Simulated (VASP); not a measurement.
# SnGe3Te4 (Pm-3m) in VASP: single point with PBE

Aim: the single point of SnGe3Te4 with PBE.

Everything below comes from runs of VASP 6.6.1. Logs are shortened: lines on timing, memory, paths and dates and some standing lists are left out, and cuts for length are marked.

### Step 1. The cell of the first run

Symmetry: Pm-3m, No. 221, cubic system. The conventional cell has a = 6.127 Å, b = 6.127 Å, c = 6.127 Å, α = 90.00°, β = 90.00°, γ = 90.00°. Sn (site symmetry m-3m) has 6 Te at 3.06 Å within 4.0 Å. Within 4.0 Å of Ge (site symmetry 4/mmm) lie 6 Te at 3.06 Å. Te (site symmetry 4/mmm) has 2 Sn at 3.06 Å and 4 Ge at 3.06 Å within 4.0 Å. Te (site symmetry m-3m) has 6 Ge at 3.06 Å within 4.0 Å.

### Step 2. Single point, PBE

The input, INCAR:

```
SYSTEM = SnGe3Te4
PREC     = Accurate       ! precision mode
ENCUT    = 520            ! plane-wave cutoff, eV
EDIFF    = 1E-6           ! SCF threshold, eV
ISMEAR   = 0              ! smearing method
SIGMA    = 0.1            ! smearing width, eV
LREAL    = .False.        ! projectors in reciprocal space
LASPH    = .True.         ! aspherical terms in the spheres
NELM     = 60             ! most SCF steps
ALGO     = Normal         ! electronic algorithm
ISIF     = 2              ! what is computed and relaxed
LWAVE    = .False.        ! write WAVECAR
LCHARG   = .True.         ! write CHGCAR
GGA      = PE             ! functional
LELF     = .True.         ! ELF
LVHAR    = .True.       
NBANDS   = 50             ! bands
```

The input, KPOINTS:

```
regular mesh
0
Gamma
  6 6 6
  0 0 0
```

The input, POSCAR:

```
SnGe3Te4
1.0
    6.1271186000      0.0000000000      0.0000000000
    0.0000000000      6.1271186000      0.0000000000
    0.0000000000      0.0000000000      6.1271186000
Sn Ge Te
1 3 4
Direct
    0.0000000000      0.0000000000      0.0000000000
    0.5000000000      0.0000000000      0.5000000000
    0.5000000000      0.5000000000      0.0000000000
    0.0000000000      0.5000000000      0.5000000000
    0.0000000000      0.5000000000      0.0000000000
    0.5000000000      0.5000000000      0.5000000000
    0.0000000000      0.0000000000      0.5000000000
    0.5000000000      0.0000000000      0.0000000000
```

Potentials or basis: VASP PAW PBE potentials, release 64 (Sn_d, Ge_d, Te).

Run with:

```console
cat potpaw_PBE.64/Sn_d/POTCAR potpaw_PBE.64/Ge_d/POTCAR potpaw_PBE.64/Te/POTCAR > POTCAR
mpirun -np 1 vasp_std > vasp.out
```

OUTCAR:

```text
SYSTEM = SnGe3Te4
   PREC = Accurate
   ENCUT = 520
   EDIFF = 1E-6
   ISMEAR = 0
   LREAL = .False.
   LASPH = .True.
   NELM = 60
   ISIF = 2
   GGA = PE

 ion  position               nearest neighbor table
   1  0.000  0.000  0.000-   5 3.06   7 3.06   8 3.06   7 3.06   5 3.06   8 3.06
   2  0.500  0.000  0.500-   6 3.06   7 3.06   8 3.06   8 3.06   6 3.06   7 3.06
   3  0.500  0.500  0.000-   5 3.06   6 3.06   8 3.06   6 3.06   8 3.06   5 3.06
   4  0.000  0.500  0.500-   5 3.06   6 3.06   7 3.06   5 3.06   7 3.06   6 3.06
   5  0.000  0.500  0.000-   1 3.06   3 3.06   4 3.06   4 3.06   1 3.06   3 3.06
   6  0.500  0.500  0.500-   2 3.06   3 3.06   4 3.06   3 3.06   2 3.06   4 3.06
   7  0.000  0.000  0.500-   1 3.06   2 3.06   4 3.06   1 3.06   4 3.06   2 3.06
   8  0.500  0.000  0.000-   1 3.06   2 3.06   3 3.06   2 3.06   3 3.06   1 3.06

  LATTYP: Found a simple cubic cell.
 ALAT       =     6.1271186000

  Lattice vectors:

 A1 = (   6.1271186000,   0.0000000000,   0.0000000000)
 A2 = (   0.0000000000,   6.1271186000,   0.0000000000)
 A3 = (   0.0000000000,   0.0000000000,   6.1271186000)

Analysis of symmetry for initial positions (statically):
=====================================================================
 Subroutine PRICEL returns:
 Original cell was already a primitive cell.

 Routine SETGRP: Setting up the symmetry group for a
 simple cubic supercell.

 Subroutine GETGRP returns: Found 48 space group operations
 (whereof 48 operations were pure point group operations)
 out of a pool of 48 trial point group operations.

The static configuration has the point symmetry O_h .

Analysis of symmetry for dynamics (positions and initial velocities):
=====================================================================
 Subroutine PRICEL returns:
 Original cell was already a primitive cell.

 Routine SETGRP: Setting up the symmetry group for a
 simple cubic supercell.

 Subroutine GETGRP returns: Found 48 space group operations
 (whereof 48 operations were pure point group operations)
 out of a pool of 48 trial point group operations.

The dynamic configuration has the point symmetry O_h .

 Subroutine INISYM returns: Found 48 space group operations
 (whereof 48 operations are pure point group operations),
 and found     1 'primitive' translations

----------------------------------------------------------------------------------------

                                     Primitive cell

  volume of cell :     230.0217

  direct lattice vectors                    reciprocal lattice vectors
     6.127118600  0.000000000  0.000000000     0.163208853  0.000000000  0.000000000
     0.000000000  6.127118600  0.000000000     0.000000000  0.163208853  0.000000000
     0.000000000  0.000000000  6.127118600     0.000000000  0.000000000  0.163208853

  length of vectors
     6.127118600  6.127118600  6.127118600     0.163208853  0.163208853  0.163208853

  position of ions in fractional coordinates (direct lattice)
     0.000000000  0.000000000  0.000000000
     0.500000000  0.000000000  0.500000000
     0.500000000  0.500000000  0.000000000
     0.000000000  0.500000000  0.500000000
     0.000000000  0.500000000  0.000000000
     0.500000000  0.500000000  0.500000000
     0.000000000  0.000000000  0.500000000
     0.500000000  0.000000000  0.000000000

  ion indices of the primitive-cell ions
   primitive index   ion index
                 1           1
                 2           2
                 3           3
                 4           4
                 5           5
                 6           6
                 7           7
                 8           8

----------------------------------------------------------------------------------------

 KPOINTS: regular mesh

Automatic generation of k-mesh.
 Grid dimensions read from file:
 generate k-points for:    6    6    6

 Generating k-lattice:

  Cartesian coordinates                     Fractional coordinates (reciprocal lattice)
     0.027201476  0.000000000  0.000000000     0.166666667  0.000000000  0.000000000
     0.000000000  0.027201476  0.000000000     0.000000000  0.166666667  0.000000000
     0.000000000  0.000000000  0.027201476     0.000000000  0.000000000  0.166666667

  Length of vectors
     0.027201476  0.027201476  0.027201476

  Shift w.r.t. Gamma in fractional coordinates (k-lattice)
     0.000000000  0.000000000  0.000000000

 Subroutine IBZKPT returns following result:
 ===========================================

 Found     20 irreducible k-points:

 Following reciprocal coordinates:
            Coordinates               Weight
  0.000000  0.000000  0.000000      1.000000
  0.166667  0.000000  0.000000      6.000000
  0.333333  0.000000  0.000000      6.000000
  0.500000  0.000000  0.000000      3.000000
  0.166667  0.166667  0.000000     12.000000
  0.333333  0.166667  0.000000     24.000000
[... 12 lines left out ...]
  0.500000  0.500000  0.333333      6.000000
  0.500000  0.500000  0.500000      1.000000
   k-points           NKPTS =     20   k-points in BZ     NKDIM =     20   number of bands    NBANDS=     50
   number of dos      NEDOS =    301   number of ions     NIONS =      8
   total plane-waves  NPLWV = 110592
   dimension x,y,z NGX =    48 NGY =   48 NGZ =   48
   dimension x,y,z NGXF=    96 NGYF=   96 NGZF=   96
   ions per type =               1   3   4
   NGX,Y,Z   is equivalent  to a cutoff of  13.02, 13.02, 13.02 a.u.
   NGXF,Y,Z  is equivalent  to a cutoff of  26.05, 26.05, 26.05 a.u.
 SYSTEM =  SnGe3Te4
   PREC   = accura    normal or accurate (medium, high low for compatibility)
   ISTART =      0    job   : 0-new  1-cont  2-samecut
   ICHARG =      2    charge: 1-file 2-atom 10-const
   ISPIN  =      1    spin polarized calculation?
   LNONCOLLINEAR =      F non collinear calculations
   LSORBIT =      F    spin-orbit coupling
   LASPH  =      T    aspherical Exc in radial PAW
   ENCUT  =  520.0 eV  38.22 Ry    6.18 a.u.  11.39 11.39 11.39*2*pi/ulx,y,z
   NELM   =     60;   NELMIN=  2; NELMDL= -5     # of ELM steps
   EDIFF  = 0.1E-05   stopping-criterion for ELM
   LREAL  =      F    real-space projection
   EDIFFG = 0.1E-04   stopping-criterion for IOM
   NSW    =      0    number of steps for IOM
   IBRION =     -1    ionic relax: 0-MD 1-quasi-New 2-CG
   NFREE  =      0    steps in history (QN), initial steepest desc. (CG)
   ISIF   =      2    stress and relaxation
   ISYM   =      2    0-nonsym 1-usesym 2-fastsym
   POTIM  = 0.5000    time-step for ionic-motion
   TEBEG  =    0.0;   TEEND  =   0.0 temperature during run
   PSTRESS=    0.0 pullay stress
   NELECT =      80.0000    total number of electrons
   NUPDOWN=      -1.0000    fix difference up-down
   EMIN   =  10.00;   EMAX   =-10.00  energy-range for DOS
   EFERMI =   0.00;   METHOD = LEGACY
   ISMEAR =     0;   SIGMA  =   0.10  broadening in eV -4-tet -1-fermi 0-gaus
   EFERMI_NEDOS =   21; number of points for ismear=-14 and -15
   IALGO  =     38    algorithm
   IMIX   =      4    mixing-type and parameters
     AMIX     =   0.40;   BMIX     =  1.00
     AMIX_MAG =   1.60;   BMIX_MAG =  1.00
  volume/ion in A,a.u.               =      28.75       194.03
  Fermi-wavevector in a.u.,A,eV,Ry     =   1.151282  2.175608 18.033859  1.325451
  Thomas-Fermi vector in A             =   2.287941
   LORBIT       =      0    0 simple, 1 ext, 2 COOP (PROOUT), +10 PAW based schemes
   GGA     = PE    functional components
   LHFCALC =     F    Hartree Fock is set to
   AEXX    =    0.0000 exact exchange contribution
   IVDW    =     0    specifies the selected vdW correction
   LEPSILON=     F    determine dielectric tensor
   LRPA    =     F    only Hartree local field effects (RPA)
 non-spin polarized calculation
 Gauss-broadening in eV      SIGMA  =   0.10
  energy-cutoff  :      520.00
  volume of cell :      230.02
 maximum number of plane-waves:      6220
 NGX is ok and might be reduce to    48
   NGX = 23   NGY = 23   NGZ = 23

 number of electron      79.9999988 magnetization

 Free energy of the ion-electron system (eV)
  ---------------------------------------------------
  ext. energy  EPLUGINS =         0.00000000
  ---------------------------------------------------
  free energy    TOTEN  =       -30.78012773 eV

  energy without entropy =      -30.77906095  energy(sigma->0) =      -30.77959434

 E-fermi :   6.1506     XC(G=0):  -9.6085

 val. band max:        5.8673500595   @ k =   0.5000   0.5000   0.3333
 cond. band min:       6.2068447008   @ k =   0.5000   0.5000   0.5000
 fundamental gap:      0.3394946413
 Fermi energy:         6.1506401017

 k-point     1 :       0.0000    0.0000    0.0000
  band No.  band energies     occupation
      1     -19.0937      2.00000
      2     -19.0915      2.00000
      3     -19.0915      2.00000
      4     -19.0897      2.00000
      5     -19.0897      2.00000
      6     -19.0884      2.00000
[... 42 lines left out ...]
     49      10.8265      0.00000
     50      11.2609      0.00000

 k-point     2 :       0.1667    0.0000    0.0000
  band No.  band energies     occupation
      1     -19.0935      2.00000
      2     -19.0915      2.00000
      3     -19.0913      2.00000
      4     -19.0900      2.00000
      5     -19.0897      2.00000
      6     -19.0886      2.00000
[... 42 lines left out ...]
     49      10.7616      0.00000
     50      10.8052      0.00000

 k-point     3 :       0.3333    0.0000    0.0000
  band No.  band energies     occupation
      1     -19.0929      2.00000
      2     -19.0915      2.00000
      3     -19.0908      2.00000
      4     -19.0905      2.00000
      5     -19.0898      2.00000
      6     -19.0890      2.00000
[... 890 lines left out ...]
     49       7.6448      0.00000
     50       7.6699      0.00000

 k-point    20 :       0.5000    0.5000    0.5000
  band No.  band energies     occupation
      1     -19.0912      2.00000
      2     -19.0912      2.00000
      3     -19.0912      2.00000
      4     -19.0906      2.00000
      5     -19.0906      2.00000
      6     -19.0906      2.00000
[... 42 lines left out ...]
     49       6.7025      0.00000
     50       6.7025      0.00000

------------------------ aborting loop because EDIFF is reached ----------------------------------------

  FORCE on cell =-STRESS in cart. coord.  units (eV):
  Direction    XX          YY          ZZ          XY          YZ          ZX
  --------------------------------------------------------------------------------------
  -------------------------------------------------------------------------------------
  Total       -0.0938893     -0.0938893     -0.0938893      0.0000000      0.0000000      0.0000000
  in kB       -0.6539703     -0.6539703     -0.6539703      0.0000000      0.0000000      0.0000000
  external PRESSURE =      -0.6539703 kB  Pullay stress =       0.0000000 kB

 VOLUME and BASIS-vectors are now :
 -----------------------------------------------------------------------------
  energy-cutoff  :      520.00
  volume of cell :      230.02
      direct lattice vectors                 reciprocal lattice vectors
     6.127118600  0.000000000  0.000000000     0.163208853  0.000000000  0.000000000
     0.000000000  6.127118600  0.000000000     0.000000000  0.163208853  0.000000000
     0.000000000  0.000000000  6.127118600     0.000000000  0.000000000  0.163208853

 POSITION                                       TOTAL-FORCE (eV/Angst)
 -----------------------------------------------------------------------------------
      0.00000      0.00000      0.00000         0.000000      0.000000      0.000000
      3.06356      0.00000      3.06356         0.000000      0.000000      0.000000
      3.06356      3.06356      0.00000         0.000000      0.000000      0.000000
      0.00000      3.06356      3.06356         0.000000      0.000000      0.000000
      0.00000      3.06356      0.00000         0.000000      0.000000      0.000000
      3.06356      3.06356      3.06356         0.000000      0.000000      0.000000
      0.00000      0.00000      3.06356         0.000000      0.000000      0.000000
      3.06356      0.00000      0.00000         0.000000      0.000000      0.000000
 -----------------------------------------------------------------------------------
    total drift:                                0.000000      0.000000     -0.000000

  FREE ENERGIE OF THE ION-ELECTRON SYSTEM (eV)
  ---------------------------------------------------
  free  energy   TOTEN  =       -30.7801277284 eV

  energy  without entropy=      -30.7790609472  energy(sigma->0) =      -30.77959434
```

It took 6.1 min on 1 thread of Intel Xeon 8259CL, shared host; peak memory 0.45 GiB.

What came out:

```yaml
Free_energy: -30.7801 eV
Pressure: -0.1 GPa
Band_gap_on_the_k_mesh: zero (filled and empty bands touch)
```

Caveat: spin-orbit coupling is left out, which moves the levels of the heavy elements.

The gap in the log of VASP goes by the Fermi energy; the results here count the filled bands.